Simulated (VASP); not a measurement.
# Ru (I4/mmm) in VASP: notebook

Runs on Ru. Level: PBE. Tasks: single point.

Program: VASP 6.6.1. These are calculated values, not measurements. Logs are shortened: lines on timing, memory, paths and dates and some standing lists are left out, and cuts for length are marked.

## (1) The cell of the first run

It takes space group I4/mmm (No. 139, tetragonal). The conventional cell has a = 2.602 Å, b = 2.602 Å, c = 3.976 Å, α = 90.00°, β = 90.00°, γ = 90.00°. Within 3.4 Å of Ru (site symmetry 4/mmm) lie 12 Ru at 2.60 to 2.71 Å.

## (2) Single point, PBE (13.46 Å³/atom)

Contents of INCAR:

```
  PREC = Accurate
  ENCUT = 520
  EDIFF = 1E-7
  ISMEAR = 0
  SIGMA = 0.15
  LREAL = F
  LASPH = T
  NELM = 80
  ALGO = Fast
  ISIF = 2
  LWAVE = F
  LCHARG = F
  GGA = PE
  NBANDS = 13
```

Contents of KPOINTS:

```
regular mesh
0
Gamma
  22 22 22
```

Contents of POSCAR:

```
Ru
1.0
    0.0000000000      1.8400243179      1.9877782706
    1.8400243179      0.0000000000      1.9877782706
    1.8400243179      1.8400243179      0.0000000000
Ru
1
Direct
    0.0000000000      0.0000000000      0.0000000000
```

Potentials or basis: VASP PAW PBE potentials, release 64 (Ru_pv).

Launch:

```sh
> cat potpaw_PBE.64/Ru_pv/POTCAR > POTCAR
> mpirun -np 1 vasp_std > vasp.out
```

OUTCAR:

```text
PREC = Accurate
   ENCUT = 520
   EDIFF = 1E-7
   ISMEAR = 0
   LREAL = F
   LASPH = T
   NELM = 80
   ISIF = 2
   GGA = PE

 ion  position               nearest neighbor table
   1  0.000  0.000  0.000-

  LATTYP: Found a body centered tetragonal cell.
 ALAT       =     2.6021873455
 C/A-ratio  =     1.5277749114

  Lattice vectors:

 A1 = (  -1.8400243179,   0.0000000000,   1.9877782706)
 A2 = (   1.8400243179,   0.0000000000,   1.9877782706)
 A3 = (   0.0000000000,   1.8400243179,  -1.9877782706)

Analysis of symmetry for initial positions (statically):
=====================================================================
 Subroutine PRICEL returns:
 Original cell was already a primitive cell.

 Routine SETGRP: Setting up the symmetry group for a
 body centered tetragonal supercell.

 Subroutine GETGRP returns: Found 16 space group operations
 (whereof 16 operations were pure point group operations)
 out of a pool of 16 trial point group operations.

The static configuration has the point symmetry D_4h.

Analysis of symmetry for dynamics (positions and initial velocities):
=====================================================================
 Subroutine PRICEL returns:
 Original cell was already a primitive cell.

 Routine SETGRP: Setting up the symmetry group for a
 body centered tetragonal supercell.

 Subroutine GETGRP returns: Found 16 space group operations
 (whereof 16 operations were pure point group operations)
 out of a pool of 16 trial point group operations.

The dynamic configuration has the point symmetry D_4h.

 Subroutine INISYM returns: Found 16 space group operations
 (whereof 16 operations are pure point group operations),
 and found     1 'primitive' translations

----------------------------------------------------------------------------------------

                                     Primitive cell

  volume of cell :      13.4600

  direct lattice vectors                    reciprocal lattice vectors
     0.000000000  1.840024318  1.987778271    -0.271735539  0.271735539  0.251537109
     1.840024318  0.000000000  1.987778271     0.271735539 -0.271735539  0.251537109
     1.840024318  1.840024318  0.000000000     0.271735539  0.271735539 -0.251537109

  length of vectors
     2.708680849  2.708680849  2.602187345     0.459294376  0.459294376  0.459294376

  position of ions in fractional coordinates (direct lattice)
     0.000000000  0.000000000  0.000000000

  ion indices of the primitive-cell ions
   primitive index   ion index
                 1           1

----------------------------------------------------------------------------------------

 KPOINTS: regular mesh

Automatic generation of k-mesh.
 Grid dimensions read from file:
 generate k-points for:   22   22   22

 Generating k-lattice:

  Cartesian coordinates                     Fractional coordinates (reciprocal lattice)
    -0.012351615  0.012351615  0.011433505     0.045454545  0.000000000  0.000000000
     0.012351615 -0.012351615  0.011433505     0.000000000  0.045454545  0.000000000
     0.012351615  0.012351615 -0.011433505     0.000000000  0.000000000  0.045454545

  Length of vectors
     0.020877017  0.020877017  0.020877017

  Shift w.r.t. Gamma in fractional coordinates (k-lattice)
     0.000000000  0.000000000  0.000000000

 Subroutine IBZKPT returns following result:
 ===========================================

 Found    834 irreducible k-points:

 Following reciprocal coordinates:
            Coordinates               Weight
  0.000000  0.000000  0.000000      1.000000
  0.045455  0.000000  0.000000      8.000000
  0.090909  0.000000  0.000000      8.000000
  0.136364  0.000000  0.000000      8.000000
  0.181818  0.000000  0.000000      8.000000
  0.227273  0.000000  0.000000      8.000000
[... 16 lines left out ...]
  0.500000  0.045455  0.000000      8.000000
 -0.454545  0.045455  0.000000      8.000000
 [... further k-points ...]
   k-points           NKPTS =    834   k-points in BZ     NKDIM =    834   number of bands    NBANDS=     13
   number of dos      NEDOS =    301   number of ions     NIONS =      1
   total plane-waves  NPLWV =   8000
   dimension x,y,z NGX =    20 NGY =   20 NGZ =   20
   dimension x,y,z NGXF=    40 NGYF=   40 NGZF=   40
   ions per type =               1
   NGX,Y,Z   is equivalent  to a cutoff of  12.28, 12.28, 12.78 a.u.
   NGXF,Y,Z  is equivalent  to a cutoff of  24.55, 24.55, 25.55 a.u.
 SYSTEM =  unknown system
   PREC   = accura    normal or accurate (medium, high low for compatibility)
   ISTART =      0    job   : 0-new  1-cont  2-samecut
   ICHARG =      2    charge: 1-file 2-atom 10-const
   ISPIN  =      1    spin polarized calculation?
   LNONCOLLINEAR =      F non collinear calculations
   LSORBIT =      F    spin-orbit coupling
   LASPH  =      T    aspherical Exc in radial PAW
   ENCUT  =  520.0 eV  38.22 Ry    6.18 a.u.   5.04  5.04  4.84*2*pi/ulx,y,z
   NELM   =     80;   NELMIN=  2; NELMDL= -5     # of ELM steps
   EDIFF  = 0.1E-06   stopping-criterion for ELM
   LREAL  =      F    real-space projection
   EDIFFG = 0.1E-05   stopping-criterion for IOM
   NSW    =      0    number of steps for IOM
   IBRION =     -1    ionic relax: 0-MD 1-quasi-New 2-CG
   NFREE  =      0    steps in history (QN), initial steepest desc. (CG)
   ISIF   =      2    stress and relaxation
   ISYM   =      2    0-nonsym 1-usesym 2-fastsym
   POTIM  = 0.5000    time-step for ionic-motion
   TEBEG  =    0.0;   TEEND  =   0.0 temperature during run
   PSTRESS=    0.0 pullay stress
   NELECT =      14.0000    total number of electrons
   NUPDOWN=      -1.0000    fix difference up-down
   EMIN   =  10.00;   EMAX   =-10.00  energy-range for DOS
   EFERMI =   0.00;   METHOD = LEGACY
   ISMEAR =     0;   SIGMA  =   0.15  broadening in eV -4-tet -1-fermi 0-gaus
   EFERMI_NEDOS =   21; number of points for ismear=-14 and -15
   IALGO  =     68    algorithm
   IMIX   =      4    mixing-type and parameters
     AMIX     =   0.40;   BMIX     =  1.00
     AMIX_MAG =   1.60;   BMIX_MAG =  1.00
  volume/ion in A,a.u.               =      13.46        90.83
  Fermi-wavevector in a.u.,A,eV,Ry     =   1.658705  3.134498 37.433740  2.751302
  Thomas-Fermi vector in A             =   2.746240
   LORBIT       =      0    0 simple, 1 ext, 2 COOP (PROOUT), +10 PAW based schemes
   GGA     = PE    functional components
   LHFCALC =     F    Hartree Fock is set to
   AEXX    =    0.0000 exact exchange contribution
   IVDW    =     0    specifies the selected vdW correction
   LEPSILON=     F    determine dielectric tensor
   LRPA    =     F    only Hartree local field effects (RPA)
 non-spin polarized calculation
 RMM-DIIS sequential band-by-band and
 Gauss-broadening in eV      SIGMA  =   0.15
  energy-cutoff  :      520.00
  volume of cell :       13.46
 maximum number of plane-waves:       376
   NGX =  9   NGY =  9   NGZ =  9

 number of electron      14.0000005 magnetization

 Free energy of the ion-electron system (eV)
  ---------------------------------------------------
  ext. energy  EPLUGINS =         0.00000000
  ---------------------------------------------------
  free energy    TOTEN  =        -9.07153543 eV

  energy without entropy =       -9.06090883  energy(sigma->0) =       -9.06622213

 E-fermi :  12.9419     XC(G=0): -14.1709

 val. band max:       12.9389323700   @ k =  -0.1364   0.3182   0.2727
 cond. band min:      12.9436884540   @ k =   0.1818   0.0000   0.0455
 fundamental gap:      0.0047560839
 Fermi energy:        12.9418555711

 k-point     1 :       0.0000    0.0000    0.0000
  band No.  band energies     occupation
      1     -29.5315      2.00000
      2     -29.5000      2.00000
      3     -29.5000      2.00000
      4       4.9596      2.00000
      5       9.6627      2.00000
      6      10.6733      2.00000
      7      10.6733      2.00000
      8      12.1242      2.00000
      9      13.3583      0.00009
     10      23.4527      0.00000
     11      28.0707      0.00000
     12      32.1102      0.00000
     13      34.6616      0.00000

 k-point     2 :       0.0455    0.0000    0.0000
  band No.  band energies     occupation
      1     -29.5432      2.00000
      2     -29.5162      2.00000
      3     -29.5018      2.00000
      4       5.0497      2.00000
      5       9.6835      2.00000
      6      10.6401      2.00000
      7      10.7109      2.00000
      8      12.1118      2.00000
      9      13.3220      0.00034
     10      23.4527      0.00000
     11      28.2221      0.00000
     12      32.1164      0.00000
     13      34.3021      0.00000

 k-point     3 :       0.0909    0.0000    0.0000
  band No.  band energies     occupation
      1     -29.6032      2.00000
      2     -29.5373      2.00000
      3     -29.5071      2.00000
      4       5.3111      2.00000
      5       9.7283      2.00000
      6      10.5600      2.00000
      7      10.8171      2.00000
      8      12.0927      2.00000
      9      13.2247      0.00765
     10      23.4527      0.00000
     11      28.6482      0.00000
     12      31.8654      0.00000
     13      33.8909      0.00000
[... 305 lines left out ...]
 k-point    23 :       0.5000    0.0455    0.0000
  band No.  band energies     occupation
      1     -30.6096      2.00000
      2     -29.7372      2.00000
      3     -29.5927      2.00000
      4       6.8460      2.00000
      5       9.6547      2.00000
      6      10.7305      2.00000
      7      13.4032      0.00001
      8      14.4603      0.00000
      9      15.4325      0.00000
     10      23.1762      0.00000
     11      23.4643      0.00000
     12      27.6019      0.00000
     13      33.7354      0.00000

 k-point    24 :      -0.4545    0.0455    0.0000
  band No.  band energies     occupation
      1     -30.6088      2.00000
      2     -29.7382      2.00000
      3     -29.5883      2.00000
      4       6.8517      2.00000
      5       9.6857      2.00000
      6      10.7225      2.00000
      7      13.3132      0.00046
      8      14.3588      0.00000
      9      15.5144      0.00000
     10      23.2531      0.00000
     11      23.4684      0.00000
     12      27.6366      0.00000
     13      33.6019      0.00000

 [... further k-points ...]
[... 5 lines left out ...]
  --------------------------------------------------------------------------------------
  -------------------------------------------------------------------------------------
  Total        1.4577943      1.4577943     -0.4383579      0.0000000      0.0000000      0.0000000
  in kB      173.5248892    173.5248892    -52.1788297      0.0000000      0.0000000      0.0000000
  external PRESSURE =      98.2903162 kB  Pullay stress =       0.0000000 kB

 VOLUME and BASIS-vectors are now :
 -----------------------------------------------------------------------------
  energy-cutoff  :      520.00
  volume of cell :       13.46
      direct lattice vectors                 reciprocal lattice vectors
     0.000000000  1.840024318  1.987778271    -0.271735539  0.271735539  0.251537109
     1.840024318  0.000000000  1.987778271     0.271735539 -0.271735539  0.251537109
     1.840024318  1.840024318  0.000000000     0.271735539  0.271735539 -0.251537109

 POSITION                                       TOTAL-FORCE (eV/Angst)
 -----------------------------------------------------------------------------------
      0.00000      0.00000      0.00000         0.000000      0.000000      0.000000
 -----------------------------------------------------------------------------------
    total drift:                                0.000000      0.000000      0.000000

  FREE ENERGIE OF THE ION-ELECTRON SYSTEM (eV)
  ---------------------------------------------------
  free  energy   TOTEN  =        -9.0715354290 eV

  energy  without entropy=       -9.0609088298  energy(sigma->0) =       -9.06622213
```

It took 57 s on 1 thread of Intel Xeon 6975P-C (Granite Rapids), shared host; peak memory 0.23 GiB.

Results:

```yaml
Free_energy: -9.0715 eV
Pressure: 9.8 GPa
Band_gap_on_the_k_mesh: zero (bands 7 and 8 overlap by 3.77 eV)
```

Caveat: the cell stands under pressure.

## (3) Single point, PBE (13.83 Å³/atom)

This run uses another cell than the first one, of 13.83 Å³/atom.

Contents of INCAR:

```
PREC = Accurate
ENCUT = 520
EDIFF = 1E-6
ISMEAR = 0
SIGMA = 0.15
LREAL = False
LASPH = True
NELM = 60
ALGO = Fast
ISIF = 2
LWAVE = False
LCHARG = False
GGA = PE
NBANDS = 13
```

Contents of KPOINTS:

```
Automatic mesh
0
Gamma
  22 22 22
```

Contents of POSCAR:

```
Ru
1.0
    0.0000000000      1.8566612774      2.0057511780
    1.8566612774      0.0000000000      2.0057511780
    1.8566612774      1.8566612774      0.0000000000
Ru
1
Direct
    0.0000000000      0.0000000000      0.0000000000
```

Potentials or basis: VASP PAW PBE potentials, release 64 (Ru_pv).

Launch:

```sh
> cat potpaw_PBE.64/Ru_pv/POTCAR > POTCAR
> mpirun -np 1 vasp_std > vasp.out
```

It took 51 s on 1 thread of Intel Xeon 6975P-C (Granite Rapids), shared host; peak memory 0.23 GiB.

It converged, with:

```
Free energy            : -9.0839 eV
Pressure               : 0.8 GPa
Band gap on the k mesh : zero (bands 7 and 8 overlap by 3.60 eV)
```

Stress tensor (GPa, compression positive):
```
  7.79   0.00   0.00
  0.00   7.79   0.00
  0.00   0.00 -13.15
```

Levels at points of the mesh, in eV from the Fermi level:
| k point | band 5 | band 6 | band 7 | band 8 | band 9 | band 10 |
| --- | --- | --- | --- | --- | --- | --- |
| (0.00, 0.00, 0.00) | -3.15 | -2.18 | -2.18 | -0.79 | 0.39 | 10.54 |
| (0.50, 0.00, 0.00) | -3.10 | -2.18 | 1.01 | 1.44 | 1.88 | 9.88 |
| (0.50, 0.50, 0.00) | -5.75 | 1.69 | 2.10 | 2.10 | 2.53 | 10.54 |
| (0.50, 0.00, 0.50) | -5.76 | 1.53 | 1.71 | 2.62 | 4.16 | 10.54 |
